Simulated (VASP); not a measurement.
Set up this calculation in VASP 6.6.1, as the native input.

| Quantity | Value |
| --- | --- |
| Task | single point |
| Functional | PBE |
| Potentials or basis | VASP PAW PBE potentials, release 64 (C) |
| Cutoff | 520 eV |
| k mesh | 18 × 18 × 18 |
| Occupations | methfessel-paxton, width 0.025 eV |
| Spin | no spin polarisation |
| Dipole correction | no |
| Further INCAR settings | ALGO = Normal; EDIFF = 1e-06; NBANDS = 11 |

The structure of C lies in POSCAR:

```
C
1.0
    0.0000000000      1.7555413604      1.7555413604
    1.7555413604      0.0000000000      1.7555413604
    1.7555413604      1.7555413604      0.0000000000
C
2
Direct
   -0.1250000000     -0.1250000000     -0.1250000000
    0.1250000000      0.1250000000      0.1250000000
```

These files were run (other wordings do the same):

INCAR

```
SYSTEM = C
ALGO     = Normal         ! electronic algorithm
EDIFF    = 1E-6           ! SCF threshold, eV
ENCUT    = 520            ! plane-wave cutoff, eV
GGA      = PE             ! functional
ISIF     = 2              ! what is computed and relaxed
ISMEAR   = 1              ! smearing method
LASPH    = .True.         ! aspherical terms in the spheres
LCHARG   = .False.        ! write CHGCAR
LREAL    = .False.        ! projectors in reciprocal space
LWAVE    = .False.        ! write WAVECAR
NBANDS   = 11             ! bands
NELM     = 100            ! most SCF steps
PREC     = Accurate       ! precision mode
SIGMA    = 0.025          ! smearing width, eV
```

KPOINTS

```
k-points
0
Gamma
  18 18 18
  0 0 0
```

Potentials or basis: VASP PAW PBE potentials, release 64 (C).

Launch:

```bash
$ cat potpaw_PBE.64/C/POTCAR > POTCAR
$ mpirun -np 1 vasp_std > vasp.out
```

It gave:

* Pressure: 25.3 GPa
* Band gap on the k mesh: 4.25 eV, indirect (least direct gap 5.72 eV)

It took 7.7 s on 1 thread of Intel(R) Xeon(R) 6975P-C (Granite Rapids), with other jobs on the host, peak memory 0.12 GiB.
